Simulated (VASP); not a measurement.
# Hf2MgO (P4/mmm) in VASP: further runs

Runs on Hf2MgO. Level: PBE. Tasks: single point, relaxation of cell and atoms.

Everything below comes from runs of VASP 6.6.1. Logs are shortened: lines on timing, memory, paths and dates and some standing lists are left out, and cuts for length are marked.

### Step 1. The cell of the first run

Symmetry: P4/mmm, No. 123, tetragonal system. The conventional cell has a = 3.608 Å, b = 3.608 Å, c = 5.818 Å, α = 90.00°, β = 90.00°, γ = 90.00°. Within 3.4 Å of Mg (site symmetry 4/mmm) lie 4 Hf at 2.55 Å and 2 O at 2.91 Å. Hf (site symmetry 4/mmm) has 4 Mg at 2.55 Å and 2 Hf at 2.91 Å within 3.4 Å. Hf (site symmetry 4/mmm) has 4 O at 2.55 Å and 2 Hf at 2.91 Å within 3.4 Å. Within 3.4 Å of O (site symmetry 4/mmm) lie 4 Hf at 2.55 Å and 2 Mg at 2.91 Å.

The cell was generated, and may not be a known phase.

### Step 2. Single point, PBE

The input, INCAR:

```
SYSTEM = Hf2MgO
ALGO = Normal ; EDIFF = 1E-6
ENCUT = 520 ; GGA = PE
ISIF = 2 ; ISMEAR = 0
LASPH = .True. ; LCHARG = .False.
LREAL = .False. ; LWAVE = .False.
NBANDS = 22 ; NELM = 80
PREC = Accurate ; SIGMA = 0.1
```

The input, KPOINTS:

```
k-points
0
Gamma
  14 14 8
  0 0 0
```

The input, POSCAR:

```
Hf2MgO
1.0
    3.6075166010      0.0000000000      0.0000000000
    0.0000000000      3.6075166010      0.0000000000
    0.0000000000      0.0000000000      5.8181977679
Mg Hf O
1 2 1
Direct
    0.0000000000      0.0000000000      0.0000000000
    0.5000000000      0.5000000000      0.0000000000
    0.5000000000      0.5000000000      0.5000000000
    0.0000000000      0.0000000000      0.5000000000
```

Potentials or basis: VASP PAW PBE potentials, release 64 (Mg, Hf_pv, O).

Started as:

```sh
cat potpaw_PBE.64/Mg/POTCAR potpaw_PBE.64/Hf_pv/POTCAR potpaw_PBE.64/O/POTCAR > POTCAR
mpirun -np 1 vasp_std > vasp.out
```

OUTCAR:

```text
SYSTEM = Hf2MgO
   EDIFF = 1E-6
   ENCUT = 520
   GGA = PE
   ISIF = 2
   ISMEAR = 0
   LASPH = .True.
   LREAL = .False.
   NELM = 80
   PREC = Accurate

 ion  position               nearest neighbor table
   1  0.000  0.000  0.000-   2 2.55   2 2.55   2 2.55   2 2.55
   2  0.500  0.500  0.000-   1 2.55   1 2.55   1 2.55   1 2.55   3 2.91   3 2.91
   3  0.500  0.500  0.500-   4 2.55   4 2.55   4 2.55   4 2.55   2 2.91   2 2.91
   4  0.000  0.000  0.500-   3 2.55   3 2.55   3 2.55   3 2.55

  LATTYP: Found a simple tetragonal cell.
 ALAT       =     3.6075166010
 C/A-ratio  =     1.6127986123

  Lattice vectors:

 A1 = (   3.6075166010,   0.0000000000,   0.0000000000)
 A2 = (   0.0000000000,   3.6075166010,   0.0000000000)
 A3 = (   0.0000000000,   0.0000000000,   5.8181977679)

Analysis of symmetry for initial positions (statically):
=====================================================================
 Subroutine PRICEL returns:
 Original cell was already a primitive cell.

 Routine SETGRP: Setting up the symmetry group for a
 simple tetragonal supercell.

 Subroutine GETGRP returns: Found 16 space group operations
 (whereof 16 operations were pure point group operations)
 out of a pool of 16 trial point group operations.

The static configuration has the point symmetry D_4h.

Analysis of symmetry for dynamics (positions and initial velocities):
=====================================================================
 Subroutine PRICEL returns:
 Original cell was already a primitive cell.

 Routine SETGRP: Setting up the symmetry group for a
 simple tetragonal supercell.

 Subroutine GETGRP returns: Found 16 space group operations
 (whereof 16 operations were pure point group operations)
 out of a pool of 16 trial point group operations.

The dynamic configuration has the point symmetry D_4h.

 Subroutine INISYM returns: Found 16 space group operations
 (whereof 16 operations are pure point group operations),
 and found     1 'primitive' translations

----------------------------------------------------------------------------------------

                                     Primitive cell
[... 89 lines left out ...]
   ISPIN  =      1    spin polarized calculation?
   LNONCOLLINEAR =      F non collinear calculations
   LSORBIT =      F    spin-orbit coupling
   LASPH  =      T    aspherical Exc in radial PAW
   ENCUT  =  520.0 eV  38.22 Ry    6.18 a.u.   6.71  6.71 10.82*2*pi/ulx,y,z
   NELM   =     80;   NELMIN=  2; NELMDL= -5     # of ELM steps
   EDIFF  = 0.1E-05   stopping-criterion for ELM
   LREAL  =      F    real-space projection
   EDIFFG = 0.1E-04   stopping-criterion for IOM
   NSW    =      0    number of steps for IOM
   IBRION =     -1    ionic relax: 0-MD 1-quasi-New 2-CG
   NFREE  =      0    steps in history (QN), initial steepest desc. (CG)
   ISIF   =      2    stress and relaxation
   ISYM   =      2    0-nonsym 1-usesym 2-fastsym
   POTIM  = 0.5000    time-step for ionic-motion
   TEBEG  =    0.0;   TEEND  =   0.0 temperature during run
   PSTRESS=    0.0 pullay stress
   NELECT =      28.0000    total number of electrons
   NUPDOWN=      -1.0000    fix difference up-down
   EMIN   =  10.00;   EMAX   =-10.00  energy-range for DOS
   EFERMI =   0.00;   METHOD = LEGACY
   ISMEAR =     0;   SIGMA  =   0.10  broadening in eV -4-tet -1-fermi 0-gaus
   EFERMI_NEDOS =   21; number of points for ismear=-14 and -15
   IALGO  =     38    algorithm
   IMIX   =      4    mixing-type and parameters
     AMIX     =   0.40;   BMIX     =  1.00
     AMIX_MAG =   1.60;   BMIX_MAG =  1.00
  volume/ion in A,a.u.               =      18.93       127.74
  Fermi-wavevector in a.u.,A,eV,Ry     =   1.175058  2.220537 18.786382  1.380760
  Thomas-Fermi vector in A             =   2.311444
   LORBIT       =      0    0 simple, 1 ext, 2 COOP (PROOUT), +10 PAW based schemes
   GGA     = PE    functional components
   LHFCALC =     F    Hartree Fock is set to
   AEXX    =    0.0000 exact exchange contribution
   IVDW    =     0    specifies the selected vdW correction
   LEPSILON=     F    determine dielectric tensor
   LRPA    =     F    only Hartree local field effects (RPA)
 non-spin polarized calculation
 Gauss-broadening in eV      SIGMA  =   0.10
  energy-cutoff  :      520.00
  volume of cell :       75.72
 maximum number of plane-waves:      2080
 NGX is ok and might be reduce to    28
   NGX = 13   NGY = 13   NGZ = 21

 number of electron      28.0000009 magnetization

 Free energy of the ion-electron system (eV)
  ---------------------------------------------------
  ext. energy  EPLUGINS =         0.00000000
  ---------------------------------------------------
  free energy    TOTEN  =       -25.07173024 eV

  energy without entropy =      -25.05558972  energy(sigma->0) =      -25.06365998

 E-fermi :   3.9381     XC(G=0): -10.3869

 val. band max:        3.9373451970   @ k =   0.2143   0.0000   0.0000
 cond. band min:       3.9396463583   @ k =   0.2857   0.0000   0.3750
 fundamental gap:      0.0023011613
 Fermi energy:         3.9380962529

 k-point     1 :       0.0000    0.0000    0.0000
  band No.  band energies     occupation
      1     -27.9698      2.00000
      2     -27.9698      2.00000
      3     -27.9076      2.00000
      4     -26.5052      2.00000
      5     -26.5052      2.00000
      6     -26.3162      2.00000
[... 589 lines left out ...]
     21       8.3352      0.00000
     22       8.3846      0.00000

 [... further k-points ...]

------------------------ aborting loop because EDIFF is reached ----------------------------------------

  FORCE on cell =-STRESS in cart. coord.  units (eV):
  Direction    XX          YY          ZZ          XY          YZ          ZX
  --------------------------------------------------------------------------------------
  -------------------------------------------------------------------------------------
  Total       -0.1401850     -0.1401850     -0.1627964      0.0000000      0.0000000      0.0000000
  in kB       -2.9662443     -2.9662443     -3.4446913      0.0000000      0.0000000      0.0000000
  external PRESSURE =      -3.1257267 kB  Pullay stress =       0.0000000 kB

 VOLUME and BASIS-vectors are now :
 -----------------------------------------------------------------------------
  energy-cutoff  :      520.00
  volume of cell :       75.72
      direct lattice vectors                 reciprocal lattice vectors
     3.607516601  0.000000000  0.000000000     0.277199002  0.000000000  0.000000000
     0.000000000  3.607516601  0.000000000     0.000000000  0.277199002  0.000000000
     0.000000000  0.000000000  5.818197768     0.000000000  0.000000000  0.171874529

 POSITION                                       TOTAL-FORCE (eV/Angst)
 -----------------------------------------------------------------------------------
      0.00000      0.00000      0.00000         0.000000      0.000000      0.000000
      1.80376      1.80376      0.00000         0.000000      0.000000      0.000000
      1.80376      1.80376      2.90910         0.000000      0.000000      0.000000
      0.00000      0.00000      2.90910         0.000000      0.000000      0.000000
 -----------------------------------------------------------------------------------
    total drift:                                0.000000      0.000000      0.000000

  FREE ENERGIE OF THE ION-ELECTRON SYSTEM (eV)
  ---------------------------------------------------
  free  energy   TOTEN  =       -25.0717302370 eV

  energy  without entropy=      -25.0555897171  energy(sigma->0) =      -25.06365998
```

stdout:

```text
POSCAR found type information on POSCAR MgHfO
 POSCAR found :  3 types and       4 ions
 scaLAPACK will be used
 LDA part: xc-table for (Slater+PW92), standard interpolation
 POSCAR, INCAR and KPOINTS ok, starting setup
 FFT: planning ... GRIDC
 FFT: planning ... GRID_SOFT
 FFT: planning ... GRID
 WAVECAR not read
 entering main loop
```

It took 7.4 min on 1 thread of Intel Xeon 8259CL, shared host; peak memory 0.42 GiB.

Results:

* Free energy: -25.0717 eV
* Pressure: -0.3 GPa
* Band gap on the k mesh: zero (bands 14 and 15 overlap by 1.14 eV)

Levels at points of the mesh, in eV from the Fermi level:
| k point | band 12 | band 13 | band 14 | band 15 | band 16 | band 17 |
| --- | --- | --- | --- | --- | --- | --- |
| (0.00, 0.00, 0.00) | -2.01 | -1.63 | -0.16 | 0.40 | 0.40 | 0.83 |
| (0.50, 0.00, 0.00) | -1.69 | -1.37 | -0.30 | 0.60 | 0.80 | 2.18 |
| (0.50, 0.50, 0.00) | -2.24 | -1.70 | -1.70 | 0.99 | 0.99 | 2.61 |
| (0.00, 0.00, 0.50) | -2.32 | -1.26 | -0.70 | 0.74 | 1.25 | 1.64 |
| (0.50, 0.00, 0.50) | -1.07 | -0.44 | -0.20 | 0.54 | 0.75 | 2.03 |
| (0.50, 0.50, 0.50) | -0.92 | -0.92 | 0.19 | 0.19 | 0.49 | 0.81 |

Caveat: spin-orbit coupling is left out, which moves the levels of the heavy elements.

### Step 3. Relaxation of cell and atoms, PBE

The input, INCAR:

```
SYSTEM = Hf2MgO
PREC = Accurate
ENCUT = 600
EDIFF = 1E-6
ISMEAR = 0
SIGMA = 0.1
LREAL = .FALSE.
LASPH = .TRUE.
NELM = 80
ALGO = Normal
ISIF = 3
LWAVE = .FALSE.
LCHARG = .FALSE.
GGA = PE
IBRION = 2
NSW = 100
EDIFFG = -0.01
```

The input, KPOINTS:

```
Automatic mesh
0
G
  14 14 8
  0 0 0
```

The input, POSCAR:

```
Hf2MgO
1.0
    3.6083502821      0.0000000000      0.0000000000
    0.0000000000      3.6083502821      0.0000000000
    0.0000000000      0.0000000000      5.8262492703
Mg Hf O
1 2 1
Direct
    0.0000000000      0.0000000000      0.0000000000
    0.5000000000      0.5000000000      0.0000000000
    0.5000000000      0.5000000000      0.5000000000
    0.0000000000      0.0000000000      0.5000000000
```

Potentials or basis: VASP PAW PBE potentials, release 64 (Mg, Hf_pv, O).

Started as:

```sh
cat potpaw_PBE.64/Mg/POTCAR potpaw_PBE.64/Hf_pv/POTCAR potpaw_PBE.64/O/POTCAR > POTCAR
mpirun -np 1 vasp_std > vasp.out
```

OUTCAR:

```text
SYSTEM = Hf2MgO
   PREC = Accurate
   ENCUT = 600
   EDIFF = 1E-6
   ISMEAR = 0
   LREAL = .FALSE.
   LASPH = .TRUE.
   NELM = 80
   ISIF = 3
   GGA = PE
   IBRION = 2
   NSW = 100
   EDIFFG = -0.01

 ion  position               nearest neighbor table
   1  0.000  0.000  0.000-   2 2.55   2 2.55   2 2.55   2 2.55
   2  0.500  0.500  0.000-   1 2.55   1 2.55   1 2.55   1 2.55   3 2.91   3 2.91
   3  0.500  0.500  0.500-   4 2.55   4 2.55   4 2.55   4 2.55   2 2.91   2 2.91
   4  0.000  0.000  0.500-   3 2.55   3 2.55   3 2.55   3 2.55

  LATTYP: Found a simple tetragonal cell.
 ALAT       =     3.6083502821
 C/A-ratio  =     1.6146573406

  Lattice vectors:

 A1 = (   3.6083502821,   0.0000000000,   0.0000000000)
 A2 = (   0.0000000000,   3.6083502821,   0.0000000000)
 A3 = (   0.0000000000,   0.0000000000,   5.8262492703)

Analysis of symmetry for initial positions (statically):
=====================================================================
 Subroutine PRICEL returns:
 Original cell was already a primitive cell.

 Routine SETGRP: Setting up the symmetry group for a
 simple tetragonal supercell.

 Subroutine GETGRP returns: Found 16 space group operations
 (whereof 16 operations were pure point group operations)
 out of a pool of 16 trial point group operations.

The static configuration has the point symmetry D_4h.

Analysis of symmetry for dynamics (positions and initial velocities):
=====================================================================
 Subroutine PRICEL returns:
 Original cell was already a primitive cell.

 Routine SETGRP: Setting up the symmetry group for a
 simple tetragonal supercell.

 Subroutine GETGRP returns: Found 16 space group operations
 (whereof 16 operations were pure point group operations)
 out of a pool of 16 trial point group operations.

The dynamic configuration has the point symmetry D_4h.

[... 128 lines left out ...]
   LHFCALC =     F    Hartree Fock is set to
   AEXX    =    0.0000 exact exchange contribution
   IVDW    =     0    specifies the selected vdW correction
   LEPSILON=     F    determine dielectric tensor
   LRPA    =     F    only Hartree local field effects (RPA)
 conjugate gradient relaxation of ions
 non-spin polarized calculation
 Gauss-broadening in eV      SIGMA  =   0.10
  energy-cutoff  :      600.00
  volume of cell :       75.86
 maximum number of plane-waves:      2560
 NGX is ok and might be reduce to    30
   NGX = 15   NGY = 15   NGZ = 23

--------------------------------------- Ionic step        1  -------------------------------------------

 number of electron      27.9999999 magnetization

 Free energy of the ion-electron system (eV)
  ---------------------------------------------------
  ext. energy  EPLUGINS =         0.00000000
  ---------------------------------------------------
  free energy    TOTEN  =       -25.07316956 eV

  energy without entropy =      -25.05706088  energy(sigma->0) =      -25.06511522

------------------------ aborting loop because EDIFF is reached ----------------------------------------

  FORCE on cell =-STRESS in cart. coord.  units (eV):
  Direction    XX          YY          ZZ          XY          YZ          ZX
  --------------------------------------------------------------------------------------
  -------------------------------------------------------------------------------------
  Total       -0.2056692     -0.2056692     -0.2628299      0.0000000      0.0000000      0.0000000
  in kB       -4.3438358     -4.3438358     -5.5510977      0.0000000      0.0000000      0.0000000
  external PRESSURE =      -4.7462564 kB  Pullay stress =       0.0000000 kB
[... 215 lines left out ...]
--------------------------------------- Ionic step        7  -------------------------------------------

 number of electron      27.9999999 magnetization

 Free energy of the ion-electron system (eV)
  ---------------------------------------------------
  ext. energy  EPLUGINS =         0.00000000
  ---------------------------------------------------
  free energy    TOTEN  =       -25.07397523 eV

  energy without entropy =      -25.05786982  energy(sigma->0) =      -25.06592253

 E-fermi :   3.9683     XC(G=0): -10.4070

 val. band max:        3.9642042696   @ k =   0.2143   0.0000   0.0000
 cond. band min:       3.9703858218   @ k =   0.2857   0.0000   0.3750
 fundamental gap:      0.0061815522
 Fermi energy:         3.9682721379

 k-point     1 :       0.0000    0.0000    0.0000
  band No.  band energies     occupation
      1     -27.9253      2.00000
      2     -27.9253      2.00000
      3     -27.8705      2.00000
      4     -26.4633      2.00000
      5     -26.4633      2.00000
      6     -26.2700      2.00000
[... 481 lines left out ...]
      5     -26.5086      2.00000
      6     -26.2586      2.00000
[... 10 lines left out ...]
     17       6.2232      0.00000
     18       6.8145      0.00000

 [... further k-points ...]

------------------------ aborting loop because EDIFF is reached ----------------------------------------

  FORCE on cell =-STRESS in cart. coord.  units (eV):
  Direction    XX          YY          ZZ          XY          YZ          ZX
  --------------------------------------------------------------------------------------
  -------------------------------------------------------------------------------------
  Total        0.0097538      0.0097538     -0.0362174      0.0000000      0.0000000      0.0000000
  in kB        0.2073405      0.2073405     -0.7698863      0.0000000      0.0000000      0.0000000
  external PRESSURE =      -0.1184017 kB  Pullay stress =       0.0000000 kB
[... 19 lines left out ...]
  FREE ENERGIE OF THE ION-ELECTRON SYSTEM (eV)
  ---------------------------------------------------
  free  energy   TOTEN  =       -25.0739752313 eV

  energy  without entropy=      -25.0578698216  energy(sigma->0) =      -25.06592253

 reached required accuracy - stopping structural energy minimisation
```

OSZICAR:

```text
N       E                     dE             d eps       ncg     rms          rms(c)
DAV:   1     0.121482715483E+03    0.12148E+03   -0.16654E+04  6584   0.159E+03
DAV:   2    -0.197807642594E+02   -0.14126E+03   -0.13850E+03  8146   0.327E+02
DAV:   3    -0.286605346789E+02   -0.88798E+01   -0.86887E+01  8336   0.589E+01
[... 57 lines left out ...]
DAV:   2    -0.250740197960E+02    0.16113E-03   -0.47005E-04  9122   0.116E-01    0.408E-02
DAV:   3    -0.250739850702E+02    0.34726E-04   -0.10856E-04  8404   0.521E-02    0.249E-02
DAV:   4    -0.250739767224E+02    0.83478E-05   -0.40155E-05  8288   0.317E-02    0.199E-02
DAV:   5    -0.250739752420E+02    0.14805E-05   -0.88036E-06  8136   0.151E-02    0.111E-02
DAV:   6    -0.250739752313E+02    0.10699E-07   -0.12401E-06  5150   0.552E-03
   7 F= -.25073975E+02 E0= -.25065923E+02  d E =-.476523E-04
```

CONTCAR:

```text
Hf2MgO
   1.00000000000000
     3.6024957481034039    0.0000000000000000    0.0000000000000000
     0.0000000000000000    3.6024957481034039    0.0000000000000000
     0.0000000000000000    0.0000000000000000    5.8075644132049540
  Mg              Hf              O
     1     2     1
Direct
     0.0000000000000000    1.0000000000000000    0.0000000000000000
     0.5000000000000000    0.5000000000000000    0.0000000000000000
     0.5000000000000000    0.5000000000000000    0.5000000000000000
     0.0000000000000000    0.0000000000000000    0.5000000000000000

  0.00000000E+00  0.00000000E+00  0.00000000E+00
  0.00000000E+00  0.00000000E+00  0.00000000E+00
  0.00000000E+00  0.00000000E+00  0.00000000E+00
  0.00000000E+00  0.00000000E+00  0.00000000E+00
```

Run time: 30 min. Hardware: 1 thread of Intel Xeon 8259CL, shared host; peak memory 0.47 GiB.

What came out:

* Free energy: -25.0740 eV
* Relaxed volume: 18.84 Å³/atom
* Relaxed cell: a = 3.602 Å, b = 3.602 Å, c = 5.808 Å, α = 90.00°, β = 90.00°, γ = 90.00°
* Space group after relaxing (to 0.1 Å): P4/mmm (No. 123)
* Energy gained by relaxing: 0.2 meV/atom
* Ionic steps: 7
* Pressure after relaxing: 0.0 GPa
* Band gap on the k mesh: zero (bands 14 and 15 overlap by 1.15 eV)

Step by step:
```csv
step,energy change (eV),largest force (eV/Å),pressure (GPa),volume (Å³)
1,0.0000,0.0000,-0.47,75.86
2,-0.0007,0.0000,0.15,75.24
3,-0.0008,0.0000,0.01,75.37
4,-0.0008,0.0000,0.02,75.38
5,-0.0006,0.0000,-0.25,75.62
6,-0.0008,0.0000,-0.04,75.39
7,-0.0008,0.0000,-0.01,75.37
```

Final structure:
```cif
data_structure
_symmetry_space_group_name_H-M 'P 1'
_symmetry_Int_Tables_number 1
_cell_length_a 3.6025
_cell_length_b 3.6025
_cell_length_c 5.8076
_cell_angle_alpha 90.000
_cell_angle_beta 90.000
_cell_angle_gamma 90.000
_cell_volume 75.37
loop_
_atom_site_label
_atom_site_type_symbol
_atom_site_fract_x
_atom_site_fract_y
_atom_site_fract_z
_atom_site_occupancy
Mg1 Mg 0.00000 0.00000 0.00000 1
Hf1 Hf 0.50000 0.50000 0.00000 1
Hf2 Hf 0.50000 0.50000 0.50000 1
O1 O 0.00000 0.00000 0.50000 1
```

Caveat: spin-orbit coupling is left out, which moves the levels of the heavy elements.
